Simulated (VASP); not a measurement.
## Y: single point with PBEsol

The system is Y.

```
CELL_PARAMETERS angstrom
3.65150 0.00000 0.00000
-1.82575 3.16229 0.00000
0.00000 0.00000 5.74740
ATOMIC_POSITIONS crystal
Y 0.33333 0.66667 0.25000
Y 0.66667 0.33333 0.75000
```

```yaml
Program: VASP 6.6.1
Task: single point
Functional: PBEsol
Potentials_or_basis: VASP PAW PBE potentials, release 64 (Y_sv)
Cutoff: 520 eV
k_mesh: 6 × 6 × 4
Occupations: gaussian, width 0.1 eV
Spin: no spin polarisation
Dipole_correction: no
Further_INCAR_settings: ALGO = Normal; EDIFF = 1e-06; NBANDS = 18
```

```yaml
Pressure: -2.3 GPa
Band_gap_on_the_k_mesh: zero (bands 11 and 12 overlap by 1.37 eV)
```

Stress tensor (GPa, compression positive):
```
-1.87  0.00  0.00
 0.00 -1.87  0.00
 0.00  0.00 -3.06
```

Levels at points of the mesh, in eV from the Fermi level:
| k point | band 8 | band 9 | band 10 | band 11 | band 12 | band 13 | band 14 | band 15 |
| --- | --- | --- | --- | --- | --- | --- | --- | --- |
| (0.00, 0.00, 0.00) | -22.38 | -4.74 | -1.92 | 0.80 | 1.68 | 1.68 | 1.95 | 2.27 |
| (0.50, 0.00, 0.00) | -22.47 | -1.73 | -1.23 | -0.85 | -0.16 | 1.31 | 1.42 | 1.97 |
| (0.00, 0.00, 0.50) | -22.46 | -3.32 | -3.32 | 0.88 | 0.88 | 1.60 | 1.60 | 1.60 |
| (0.50, 0.00, 0.50) | -22.53 | -1.70 | -1.70 | 0.01 | 0.01 | 1.31 | 1.31 | 2.70 |

It took 28 s on 1 thread of Intel(R) Xeon(R) Platinum 8259CL CPU @ 2.50GHz (Skylake/Cascade Lake) (shared host), peak memory 0.2 GiB.

Caveat: the PAW data sets were made with another functional, which shifts forces and pressure a little.
